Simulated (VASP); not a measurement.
## Ta18N18O (a cell with a defect): single point with PBEsol

Ta18N18O (a cell with a defect):

```
CELL_PARAMETERS angstrom
7.76751 4.48457 0.00000
-7.76751 4.48457 0.00000
0.00000 0.00000 5.79176
ATOMIC_POSITIONS crystal
Ta 0.99287 0.99655 0.99156
Ta 0.33311 0.66667 0.99896
Ta 0.66996 0.33510 0.99805
Ta 0.00119 0.66762 0.24919
Ta 0.33788 0.34018 0.24920
Ta 0.66654 0.99939 0.24920
Ta 0.00119 0.33381 0.24920
Ta 0.33787 0.99792 0.24920
Ta 0.66654 0.66739 0.24920
Ta 0.99287 0.99655 0.50683
Ta 0.33311 0.66667 0.49943
Ta 0.66997 0.33510 0.50035
Ta 0.99907 0.66468 0.74919
Ta 0.33371 0.33333 0.74920
Ta 0.66673 0.00013 0.74920
Ta 0.99907 0.33462 0.74920
Ta 0.33371 0.00061 0.74919
Ta 0.66673 0.66684 0.74920
N 0.12913 0.86342 0.99174
N 0.46491 0.53599 0.99778
N 0.79837 0.20152 0.99949
N 0.07059 0.53541 0.00050
N 0.41138 0.20581 0.99682
N 0.73300 0.86662 0.99903
N 0.12913 0.26595 0.99174
N 0.46491 0.92916 0.99777
N 0.79837 0.59710 0.99949
N 0.12913 0.86342 0.50665
N 0.46491 0.53598 0.50062
N 0.79838 0.20152 0.49891
N 0.07059 0.53541 0.49789
N 0.41139 0.20581 0.50157
N 0.73300 0.86662 0.49937
N 0.12914 0.26595 0.50665
N 0.46491 0.92916 0.50062
N 0.79837 0.59710 0.49890
O 0.16681 0.08352 0.24919
```

```json
{
  "Program": "VASP 6.6.1",
  "Task": "single point",
  "Functional": "PBEsol",
  "Potentials or basis": "VASP PAW PBE potentials, release 64 (Ta_pv, N, O)",
  "Cutoff": "520 eV",
  "k mesh": "2 × 2 × 3",
  "Occupations": "methfessel-paxton, width 0.1 eV",
  "Spin": "no spin polarisation"
}
```

| Quantity | Value |
| --- | --- |
| Pressure | 5.6 GPa |
| Largest force | 0.073 eV/Å |
| Band gap on the k mesh | 0.21 eV |

Forces on the atoms (eV/Å):
```
Ta  -0.014 -0.024 -0.067
Ta   0.000  0.001 -0.001
Ta   0.006  0.012  0.000
Ta  -0.004  0.005  0.000
Ta  -0.026  0.061  0.000
Ta  -0.003 -0.004  0.000
Ta   0.006 -0.001  0.000
Ta   0.066  0.009  0.000
Ta  -0.001 -0.005  0.001
Ta  -0.014 -0.024  0.067
Ta   0.000  0.001  0.001
Ta   0.007  0.010  0.000
Ta   0.008 -0.016  0.001
Ta   0.005 -0.004  0.000
Ta   0.000  0.001  0.000
Ta  -0.018 -0.001  0.000
Ta  -0.006  0.003  0.002
Ta   0.002  0.000  0.000
N   -0.006  0.008  0.005
N    0.005  0.004 -0.007
N    0.007 -0.001  0.001
N   -0.001 -0.003  0.002
N   -0.009 -0.017  0.006
N   -0.009 -0.015  0.001
N    0.010 -0.001  0.006
N    0.002  0.007 -0.006
N   -0.004  0.005  0.001
N   -0.006  0.008 -0.006
N    0.006  0.005  0.006
N    0.007 -0.001 -0.002
N   -0.001 -0.002 -0.002
N   -0.010 -0.017 -0.005
N   -0.009 -0.015 -0.001
N    0.009 -0.001 -0.005
N    0.001  0.006  0.007
N   -0.004  0.005 -0.001
O    0.001  0.001 -0.001
```

Stress tensor (GPa, compression positive):
```
5.66 0.41 0.00
0.41 6.13 0.00
0.00 0.00 4.90
```

Levels at points of the mesh, in eV from the valence-band top:
| k point | band 143 | band 144 | band 145 | band 146 | band 147 | band 148 | band 149 | band 150 | band 151 | band 152 |
| --- | --- | --- | --- | --- | --- | --- | --- | --- | --- | --- |
| (0.00, 0.00, 0.00) | -1.84 | -1.67 | -1.17 | -0.98 | -0.78 | 0.62 | 0.79 | 0.96 | 1.37 | 1.50 |
| (0.50, 0.00, 0.00) | -1.47 | -1.30 | -1.02 | -0.98 | 0.00 | 0.66 | 0.78 | 1.07 | 1.09 | 1.23 |
| (0.00, 0.50, 0.00) | -1.66 | -1.41 | -0.89 | -0.43 | -0.19 | 0.52 | 0.89 | 1.06 | 1.15 | 1.29 |
| (0.50, 0.50, 0.00) | -1.66 | -1.41 | -0.89 | -0.43 | -0.19 | 0.52 | 0.89 | 1.06 | 1.15 | 1.29 |

Run time: 31 min on 1 thread of Intel(R) Xeon(R) Platinum 8259CL CPU @ 2.50GHz (Skylake/Cascade Lake), on a shared host, peak memory 0.75 GiB.

Caveat: the PAW data sets were made with another functional, which shifts forces and pressure a little; spin-orbit coupling is left out, which moves the levels of the heavy elements.
